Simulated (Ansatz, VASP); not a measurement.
**SrCl2 in VASP and in Ansatz**

File INCAR:

```
SYSTEM = SrCl2
PREC = Accurate
ENCUT = 520
EDIFF = 1E-6
ISMEAR = 0
SIGMA = 0.05
LREAL = .FALSE.
LASPH = .TRUE.
NELM = 80
ALGO = Normal
ISIF = 2
LWAVE = .FALSE.
LCHARG = .FALSE.
GGA = PE
NBANDS = 19
```

File KPOINTS:

```
Automatic mesh
0
G
  6 6 6
  0 0 0
```

POSCAR

```
SrCl2
1.0
    0.0000000000      3.4816019802      3.6532449579
    3.4816019802      0.0000000000      3.6532449579
    3.4816019802      3.4816019802      0.0000000000
Sr Cl
1 2
Direct
    0.0000000000      0.0000000000      0.0000000000
    0.2500000000      0.2500000000      0.2500000000
    0.7500000000      0.7500000000      0.7500000000
```

Input for Ansatz:

```yaml
crystal:
  lattice:
    - [0.0, 3.4816019802, 3.6532449579]
    - [3.4816019802, 0.0, 3.6532449579]
    - [3.4816019802, 3.4816019802, 0.0]
  atoms:
    - { symbol: Sr, position: [0.0, 0.0, 0.0] }
    - { symbol: Cl, position: [0.25, 0.25, 0.25] }
    - { symbol: Cl, position: [0.75, 0.75, 0.75] }
basis:
  ecutwfc: 420
kpoints:
  mp_grid: { grid: [6, 6, 6] }
hamiltonian:
  xc: pbe
scf:
  occupations: { method: gaussian, width: 0.05 }
output:
  forces: true
  stress: true
  eigenvalues: true
```

Alike in both runs: task single point; functional PBE; k mesh 6 × 6 × 6; occupations gaussian, width 0.05 eV; no spin polarisation.

|  | VASP | Ansatz |
| --- | --- | --- |
| version | VASP 6.6.1 | Ansatz 0.2.0 |
| potentials or method | VASP PAW PBE potentials, release 64 (Sr_sv, Cl), cutoff 520 eV | scalar-relativistic, plane waves, PAW |
| valence electrons in the cell | 24 | 24 |

|  | VASP | Ansatz | Ansatz less VASP |
| --- | --- | --- | --- |
| gap on the k mesh at the Fermi level (eV) | 5.01 | 5.01 | +0.003 |
| least direct gap on the mesh (eV) | 5.31 | 5.31 | +0.001 |
| pressure (GPa) | -0.4 | -0.5 | -0.07 |
| traceless stress, the component that is largest in VASP (GPa) | -1.54 | -1.55 | -0.009 |

With one functional, cell and mesh, what is left measures potentials, basis and numerics.
